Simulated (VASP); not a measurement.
Co:

```
Co
1.0
     0.00000    2.46343    2.46343
     2.46343    0.00000    2.46343
     2.46343    2.46343    0.00000
Co
2
Direct
  0.12500 0.12500 0.12500
  0.87500 0.87500 0.87500
```

This isn't the form of Co at room conditions, which is hcp.

* Program: VASP 6.6.1
* Task: relaxation of cell and atoms
* Functional: PBE
* Potentials or basis: VASP PAW PBE potentials, release 64 (Co)
* Cutoff: 600 eV
* k mesh: 11 × 11 × 11
* Occupations: fermi-dirac, width 0.05 eV
* Spin: collinear spin, ferromagnetic start
* Starting moments: [1.7, 1.7] μB

At the start: pressure 3.4 GPa; volume 14.95 Å³/atom.

Where does the relaxation end?

Over 5 steps the energy falls by 49.7 meV/atom and the volume is 16.27 Å³/atom (+8.8 %); space group Fd-3m (No. 227, to 0.1 Å) before and after; moment 3.42 μB per cell.

Step by step:
| step | energy change (eV) | largest force (eV/Å) | pressure (GPa) | volume (Å³) |
| --- | --- | --- | --- | --- |
| 1 | 0.0000 | 0.0000 | 3.40 | 29.90 |
| 2 | -0.0839 | 0.0000 | 4.23 | 31.29 |
| 3 | -0.0179 | 0.0000 | -7.46 | 35.72 |
| 4 | -0.0990 | 0.0000 | -0.60 | 32.72 |
| 5 | -0.0994 | 0.0000 | 0.00 | 32.53 |

Final structure:
```
Co
1.0
     0.00000    2.53377    2.53377
     2.53377    0.00000    2.53377
     2.53377    2.53377    0.00000
Co
2
Direct
  0.12500 0.12500 0.12500
  0.87500 0.87500 0.87500
```
